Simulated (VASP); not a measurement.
# WC (Amm2) in VASP: notebook

WC is run at these levels: PBEsol; tasks: single point.

Everything below comes from runs of VASP 6.6.1. Logs are shortened: lines on timing, memory, paths and dates and some standing lists are left out, and cuts for length are marked.

## (1) The cell of the first run

It takes space group Amm2 (No. 38, orthorhombic). Conventional cell: a = 2.829 Å, b = 2.857 Å, c = 5.099 Å, α = 90.00°, β = 90.00°, γ = 90.00°. Within 3.0 Å of W (site symmetry mm2) lie 6 C at 2.18 to 2.21 Å and 8 W at 2.83 to 2.92 Å. Within 3.0 Å of C (site symmetry mm2) lie 6 W at 2.18 to 2.21 Å and 8 C at 2.83 to 2.92 Å.

## (2) Single point, PBEsol (strain -0.0150 x Voigt [1, -1, 0, 0, 0, 0])

Contents of INCAR:

```
  PREC = Accurate
  ENCUT = 520
  EDIFF = 1E-7
  ISMEAR = 0
  SIGMA = 0.15
  LREAL = F
  LASPH = T
  NELM = 100
  ALGO = Normal
  ISIF = 2
  LWAVE = F
  LCHARG = F
  GGA = PS
  NBANDS = 16
```

Contents of KPOINTS:

```
regular mesh
0
Gamma
  18 18 16
```

Contents of POSCAR:

```
WC
1.0
    2.8569939145      0.0000000000      0.0000000000
   -1.4284969572      2.5495865462      0.0000000000
    0.0000000000      0.0000000000      2.8290000000
W C
1 1
Direct
    0.0000000000      0.0000000000      0.0000000000
    0.6666666667      0.3333333333      0.5000000000
```

Potentials or basis: VASP PAW PBE potentials, release 64 (W_sv, C).

Command:

```console
cat potpaw_PBE.64/W_sv/POTCAR potpaw_PBE.64/C/POTCAR > POTCAR
mpirun -np 1 vasp_std > vasp.out
```

OUTCAR:

```text
PREC = Accurate
   ENCUT = 520
   EDIFF = 1E-7
   ISMEAR = 0
   LREAL = F
   LASPH = T
   NELM = 100
   ISIF = 2
   GGA = PS

 ion  position               nearest neighbor table
   1  0.000  0.000  0.000-   2 2.18   2 2.18   2 2.18   2 2.18   2 2.21   2 2.21
   2  0.667  0.333  0.500-   1 2.18   1 2.18   1 2.18   1 2.18   1 2.21   1 2.21

  LATTYP: Found a base centered orthorhombic cell.
 ALAT       =     2.8569939145
 B/A-ratio  =     1.7848036240
 C/A-ratio  =     0.9902016191

  Lattice vectors:

 A1 = (   1.4284969572,  -2.5495865462,   0.0000000000)
 A2 = (   1.4284969573,   2.5495865462,   0.0000000000)
 A3 = (   0.0000000000,   0.0000000000,   2.8290000000)

Analysis of symmetry for initial positions (statically):
=====================================================================
 Subroutine PRICEL returns:
 Original cell was already a primitive cell.

 Routine SETGRP: Setting up the symmetry group for a
 base centered orthorhombic supercell.

 Subroutine GETGRP returns: Found  4 space group operations
 (whereof  4 operations were pure point group operations)
 out of a pool of  8 trial point group operations.

The static configuration has the point symmetry C_2v.

Analysis of symmetry for dynamics (positions and initial velocities):
=====================================================================
 Subroutine PRICEL returns:
 Original cell was already a primitive cell.

 Routine SETGRP: Setting up the symmetry group for a
 base centered orthorhombic supercell.

 Subroutine GETGRP returns: Found  4 space group operations
 (whereof  4 operations were pure point group operations)
 out of a pool of  8 trial point group operations.

The dynamic configuration has the point symmetry C_2v.

 Subroutine INISYM returns: Found  4 space group operations
 (whereof  4 operations are pure point group operations),
 and found     1 'primitive' translations

----------------------------------------------------------------------------------------

                                     Primitive cell

  volume of cell :      20.6069

  direct lattice vectors                    reciprocal lattice vectors
     2.856993914  0.000000000  0.000000000     0.350018246  0.196110228  0.000000000
    -1.428496957  2.549586546  0.000000000     0.000000000  0.392220457  0.000000000
     0.000000000  0.000000000  2.829000000     0.000000000  0.000000000  0.353481796

  length of vectors
     2.856993914  2.922498095  2.829000000     0.401213153  0.392220457  0.353481796

  position of ions in fractional coordinates (direct lattice)
     0.000000000  0.000000000  0.000000000
     0.666666667  0.333333333  0.500000000

  ion indices of the primitive-cell ions
   primitive index   ion index
                 1           1
                 2           2

----------------------------------------------------------------------------------------

 KPOINTS: regular mesh

Automatic generation of k-mesh.
 Grid dimensions read from file:
 generate k-points for:   18   18   16

 Generating k-lattice:

  Cartesian coordinates                     Fractional coordinates (reciprocal lattice)
     0.019445458  0.010895013  0.000000000     0.055555556  0.000000000  0.000000000
     0.000000000  0.021790025  0.000000000     0.000000000  0.055555556  0.000000000
     0.000000000  0.000000000  0.022092612     0.000000000  0.000000000  0.062500000

  Length of vectors
     0.022289620  0.021790025  0.022092612

  Shift w.r.t. Gamma in fractional coordinates (k-lattice)
     0.000000000  0.000000000  0.000000000

 Subroutine IBZKPT returns following result:
 ===========================================

 Found    819 irreducible k-points:

 Following reciprocal coordinates:
            Coordinates               Weight
  0.000000  0.000000  0.000000      1.000000
  0.055556  0.000000  0.000000      4.000000
  0.111111  0.000000  0.000000      4.000000
  0.166667  0.000000  0.000000      4.000000
  0.222222  0.000000  0.000000      4.000000
  0.277778 -0.000000  0.000000      4.000000
[... 16 lines left out ...]
 -0.333333  0.055556  0.000000      4.000000
 -0.277778  0.055556  0.000000      4.000000
 [... further k-points ...]
   k-points           NKPTS =    819   k-points in BZ     NKDIM =    819   number of bands    NBANDS=     16
   number of dos      NEDOS =    301   number of ions     NIONS =      2
   total plane-waves  NPLWV =  13824
   dimension x,y,z NGX =    24 NGY =   24 NGZ =   24
   dimension x,y,z NGXF=    48 NGYF=   48 NGZF=   48
   ions per type =               1   1
   NGX,Y,Z   is equivalent  to a cutoff of  13.97, 13.65, 14.10 a.u.
   NGXF,Y,Z  is equivalent  to a cutoff of  27.93, 27.30, 28.21 a.u.
 SYSTEM =  unknown system
   PREC   = accura    normal or accurate (medium, high low for compatibility)
   ISTART =      0    job   : 0-new  1-cont  2-samecut
   ICHARG =      2    charge: 1-file 2-atom 10-const
   ISPIN  =      1    spin polarized calculation?
   LNONCOLLINEAR =      F non collinear calculations
   LSORBIT =      F    spin-orbit coupling
   LASPH  =      T    aspherical Exc in radial PAW
   ENCUT  =  520.0 eV  38.22 Ry    6.18 a.u.   5.31  5.43  5.26*2*pi/ulx,y,z
   NELM   =    100;   NELMIN=  2; NELMDL= -5     # of ELM steps
   EDIFF  = 0.1E-06   stopping-criterion for ELM
   LREAL  =      F    real-space projection
   EDIFFG = 0.1E-05   stopping-criterion for IOM
   NSW    =      0    number of steps for IOM
   IBRION =     -1    ionic relax: 0-MD 1-quasi-New 2-CG
   NFREE  =      0    steps in history (QN), initial steepest desc. (CG)
   ISIF   =      2    stress and relaxation
   ISYM   =      2    0-nonsym 1-usesym 2-fastsym
   POTIM  = 0.5000    time-step for ionic-motion
   TEBEG  =    0.0;   TEEND  =   0.0 temperature during run
   PSTRESS=    0.0 pullay stress
   NELECT =      18.0000    total number of electrons
   NUPDOWN=      -1.0000    fix difference up-down
   EMIN   =  10.00;   EMAX   =-10.00  energy-range for DOS
   EFERMI =   0.00;   METHOD = LEGACY
   ISMEAR =     0;   SIGMA  =   0.15  broadening in eV -4-tet -1-fermi 0-gaus
   EFERMI_NEDOS =   21; number of points for ismear=-14 and -15
   IALGO  =     38    algorithm
   IMIX   =      4    mixing-type and parameters
     AMIX     =   0.40;   BMIX     =  1.00
     AMIX_MAG =   1.60;   BMIX_MAG =  1.00
  volume/ion in A,a.u.               =      10.30        69.53
  Fermi-wavevector in a.u.,A,eV,Ry     =   1.564930  2.957289 33.320760  2.449007
  Thomas-Fermi vector in A             =   2.667481
   LORBIT       =      0    0 simple, 1 ext, 2 COOP (PROOUT), +10 PAW based schemes
   GGA     = PS    functional components
   LHFCALC =     F    Hartree Fock is set to
   AEXX    =    0.0000 exact exchange contribution
   IVDW    =     0    specifies the selected vdW correction
   LEPSILON=     F    determine dielectric tensor
   LRPA    =     F    only Hartree local field effects (RPA)
 non-spin polarized calculation
 Gauss-broadening in eV      SIGMA  =   0.15
  energy-cutoff  :      520.00
  volume of cell :       20.61
 maximum number of plane-waves:       571
 NGX is ok and might be reduce to    24
   NGX = 11   NGY = 11   NGZ = 11

 number of electron      18.0000000 magnetization

 Free energy of the ion-electron system (eV)
  ---------------------------------------------------
  ext. energy  EPLUGINS =         0.00000000
  ---------------------------------------------------
  free energy    TOTEN  =       -23.88619696 eV

  energy without entropy =      -23.88288217  energy(sigma->0) =      -23.88453956

 E-fermi :  11.0413     XC(G=0): -13.9662

 val. band max:       11.0360133656   @ k =   0.3333   0.3333   0.0625
 cond. band min:      11.0546656383   @ k =   0.0556   0.0000   0.2500
 fundamental gap:      0.0186522727
 Fermi energy:        11.0413101951

 k-point     1 :       0.0000    0.0000    0.0000
  band No.  band energies     occupation
      1     -62.8862      2.00000
      2     -26.8719      2.00000
      3     -26.7998      2.00000
      4     -26.7343      2.00000
      5      -3.4485      2.00000
      6       6.6522      2.00000
[... 8 lines left out ...]
     15      25.4089      0.00000
     16      27.5193      0.00000

 k-point     2 :       0.0556    0.0000    0.0000
  band No.  band energies     occupation
      1     -62.8842      2.00000
      2     -26.8683      2.00000
      3     -26.8113      2.00000
      4     -26.7570      2.00000
      5      -3.3641      2.00000
      6       6.6856      2.00000
[... 8 lines left out ...]
     15      25.2138      0.00000
     16      27.7373      0.00000

 k-point     3 :       0.1111    0.0000    0.0000
  band No.  band energies     occupation
      1     -62.8787      2.00000
      2     -26.8655      2.00000
      3     -26.8579      2.00000
      4     -26.8005      2.00000
      5      -3.1177      2.00000
      6       6.6797      2.00000
[... 8 lines left out ...]
     15      24.8870      0.00000
     16      28.2835      0.00000

 k-point     4 :       0.1667    0.0000    0.0000
  band No.  band energies     occupation
      1     -62.8702      2.00000
      2     -26.9782      2.00000
      3     -26.8421      2.00000
      4     -26.8355      2.00000
      5      -2.7288      2.00000
      6       6.3372      2.00000
[... 8 lines left out ...]
     15      24.7175      0.00000
     16      29.0760      0.00000
[... 324 lines left out ...]
 k-point    22 :      -0.3889    0.0556    0.0000
  band No.  band energies     occupation
      1     -62.8324      2.00000
      2     -27.4742      2.00000
      3     -26.9667      2.00000
      4     -26.7712      2.00000
      5      -0.7327      2.00000
      6       4.4970      2.00000
[... 8 lines left out ...]
     15      25.9298      0.00000
     16      27.8638      0.00000

 k-point    23 :      -0.3333    0.0556    0.0000
  band No.  band energies     occupation
      1     -62.8418      2.00000
      2     -27.3533      2.00000
      3     -26.9344      2.00000
      4     -26.7890      2.00000
      5      -1.3009      2.00000
      6       4.9346      2.00000
[... 8 lines left out ...]
     15      25.8479      0.00000
     16      28.4563      0.00000

 k-point    24 :      -0.2778    0.0556    0.0000
  band No.  band energies     occupation
      1     -62.8525      2.00000
      2     -27.2110      2.00000
      3     -26.8985      2.00000
      4     -26.8092      2.00000
      5      -1.8855      2.00000
      6       5.4641      2.00000
[... 8 lines left out ...]
     15      25.1329      0.00000
     16      29.2646      0.00000

 [... further k-points ...]

------------------------ aborting loop because EDIFF is reached ----------------------------------------

  FORCE on cell =-STRESS in cart. coord.  units (eV):
  Direction    XX          YY          ZZ          XY          YZ          ZX
  --------------------------------------------------------------------------------------
  -------------------------------------------------------------------------------------
  Total        1.1215432     -0.9129131      0.1021407     -0.0000000      0.0000000      0.0000000
  in kB       87.1996142    -70.9786905      7.9414059     -0.0000000      0.0000000      0.0000000
  external PRESSURE =       8.0541098 kB  Pullay stress =       0.0000000 kB

 VOLUME and BASIS-vectors are now :
 -----------------------------------------------------------------------------
  energy-cutoff  :      520.00
  volume of cell :       20.61
      direct lattice vectors                 reciprocal lattice vectors
     2.856993914  0.000000000  0.000000000     0.350018246  0.196110228  0.000000000
    -1.428496957  2.549586546  0.000000000     0.000000000  0.392220457  0.000000000
     0.000000000  0.000000000  2.829000000     0.000000000  0.000000000  0.353481796

 POSITION                                       TOTAL-FORCE (eV/Angst)
 -----------------------------------------------------------------------------------
      0.00000      0.00000      0.00000        -0.000000     -0.163519      0.000000
      1.42850      0.84986      1.41450         0.000000      0.163519      0.000000
 -----------------------------------------------------------------------------------
    total drift:                               -0.000000     -0.000032      0.000000

  FREE ENERGIE OF THE ION-ELECTRON SYSTEM (eV)
  ---------------------------------------------------
  free  energy   TOTEN  =       -23.8861969574 eV

  energy  without entropy=      -23.8828821698  energy(sigma->0) =      -23.88453956
```

It took 91 s on 1 thread of Intel Xeon 6975P-C (Granite Rapids), shared host; peak memory 0.36 GiB.

Results:

* Free energy: -23.8862 eV
* Pressure: 0.8 GPa
* Largest force: 0.164 eV/Å
* Band gap on the k mesh: zero (bands 9 and 10 overlap by 1.26 eV)

Forces on the atoms (eV/Å):
```
W    0.000 -0.164  0.000
C    0.000  0.164  0.000
```

Caveat: the cell differs from its parent crystal (strain -0.0150 x Voigt [1, -1, 0, 0, 0, 0]); the PAW data sets were made with another functional, which shifts forces and pressure a little; spin-orbit coupling is left out, which moves the levels of the heavy elements.

## (3) Single point, PBEsol (strain +0.0100 x Voigt [1, -1, 0, 0, 0, 0])

Contents of INCAR:

```
PREC = Accurate ; ENCUT = 520
EDIFF = 1E-7 ; ISMEAR = 0
SIGMA = 0.15 ; LREAL = False
LASPH = True ; NELM = 100
ALGO = Normal ; ISIF = 2
LWAVE = False ; LCHARG = False
GGA = PS ; NBANDS = 16
```

Contents of KPOINTS:

```
Automatic mesh
0
Gamma
  18 18 16
```

Contents of POSCAR:

```
WC
1.0
    2.9295064504      0.0000000000      0.0000000000
   -1.4647532252      2.4867888480      0.0000000000
    0.0000000000      0.0000000000      2.8290000000
W C
1 1
Direct
    0.0000000000      0.0000000000      0.0000000000
    0.6666666667      0.3333333333      0.5000000000
```

Potentials or basis: VASP PAW PBE potentials, release 64 (W_sv, C).

Command:

```console
cat potpaw_PBE.64/W_sv/POTCAR potpaw_PBE.64/C/POTCAR > POTCAR
mpirun -np 1 vasp_std > vasp.out
```

Wall time 83 s (1 thread of Intel Xeon 6975P-C (Granite Rapids), shared host); peak memory 0.36 GiB.

Results (log left out):

* Free energy: -23.8947 eV
* Pressure: 0.7 GPa
* Largest force: 0.122 eV/Å
* Band gap on the k mesh: zero (bands 9 and 10 overlap by 1.26 eV)

Forces in eV/Å, atoms in the order of the input:
```
W    0.000  0.122  0.000
C    0.000 -0.122  0.000
```

Stress tensor (GPa, compression positive):
```
-4.52  0.00  0.00
 0.00  5.72  0.00
 0.00  0.00  0.78
```

Levels at points of the mesh, in eV from the Fermi level:
| k point | band 5 | band 6 | band 7 | band 8 | band 9 | band 10 | band 11 | band 12 | band 13 | band 14 |
| --- | --- | --- | --- | --- | --- | --- | --- | --- | --- | --- |
| (0.00, 0.00, 0.00) | -14.48 | -4.37 | -3.53 | -3.19 | 0.12 | 3.22 | 3.31 | 5.60 | 5.78 | 6.45 |
| (0.50, 0.00, 0.00) | -11.11 | -7.09 | -3.65 | -3.64 | -0.39 | 2.41 | 4.49 | 5.01 | 6.93 | 9.72 |
| (0.00, 0.50, 0.00) | -11.03 | -7.04 | -3.64 | -3.57 | -0.56 | 2.25 | 4.59 | 4.97 | 6.88 | 9.76 |
| (0.00, 0.00, 0.50) | -10.36 | -8.72 | -2.07 | -1.99 | -0.80 | -0.41 | 3.73 | 4.42 | 4.67 | 10.01 |
| (0.50, 0.00, 0.50) | -11.31 | -6.50 | -4.30 | -4.18 | 0.23 | 4.42 | 5.37 | 6.76 | 9.27 | 10.12 |
| (0.00, 0.50, 0.50) | -11.27 | -6.52 | -4.52 | -4.19 | 0.45 | 4.55 | 5.43 | 6.65 | 9.32 | 10.40 |

Caveat: the cell differs from its parent crystal (strain +0.0100 x Voigt [1, -1, 0, 0, 0, 0]); the PAW data sets were made with another functional, which shifts forces and pressure a little; spin-orbit coupling is left out, which moves the levels of the heavy elements.
